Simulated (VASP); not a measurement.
Wanted: the native input for a VASP 6.6.1 run.

```yaml
Task: relaxation of cell and atoms
Functional: PBE
Potentials_or_basis: VASP PAW PBE potentials, release 64 (Be, S)
Cutoff: 600 eV
k_mesh: 8 × 8 × 8
Occupations: gaussian, width 0.02 eV
Spin: no spin polarisation
Dipole_correction: no
Further_INCAR_settings: ALGO = Normal; EDIFF = 1e-07; IBRION = 2; EDIFFG = -0.005; NSW = 100; ISIF = 3
```

The structure of BeS lies in POSCAR:

```
BeS
1.0
    0.0000000000      2.4250000000      2.4250000000
    2.4250000000      0.0000000000      2.4250000000
    2.4250000000      2.4250000000      0.0000000000
Be S
1 1
Direct
    0.0000000000      0.0000000000      0.0000000000
    0.2500000000      0.2500000000      0.2500000000
```

The input as run:

INCAR

```
SYSTEM = BeS
PREC = Accurate
ENCUT = 600
EDIFF = 1E-7
ISMEAR = 0
SIGMA = 0.02
LREAL = .False.
LASPH = .True.
NELM = 100
ALGO = Normal
ISIF = 3
LWAVE = .False.
LCHARG = .False.
GGA = PE
IBRION = 2
NSW = 100
EDIFFG = -0.005
```

KPOINTS

```
Automatic mesh
0
Gamma
  8 8 8
  0 0 0
```

Potentials or basis: VASP PAW PBE potentials, release 64 (Be, S).

Launch:

```console
$ cat potpaw_PBE.64/Be/POTCAR potpaw_PBE.64/S/POTCAR > POTCAR
$ mpirun -np 1 vasp_std > vasp.out
```

It gave:

| Item | Value |
| --- | --- |
| Relaxed volume | 14.50 Å³/atom |
| Relaxed cell | a = 3.448 Å, b = 3.448 Å, c = 3.448 Å, α = 60.00°, β = 60.00°, γ = 60.00° |
| Space group after relaxing (to 0.1 Å) | F-43m (No. 216) |
| Energy gained by relaxing | 1.2 meV/atom |
| Ionic steps | 3 |
| Pressure after relaxing | 0.0 GPa |
| Band gap on the k mesh | 3.15 eV (least direct gap 5.68 eV) |

Run time: 9.1 s on 1 thread of Intel(R) Xeon(R) 6975P-C (Granite Rapids), with other jobs on the host, peak memory 0.15 GiB.
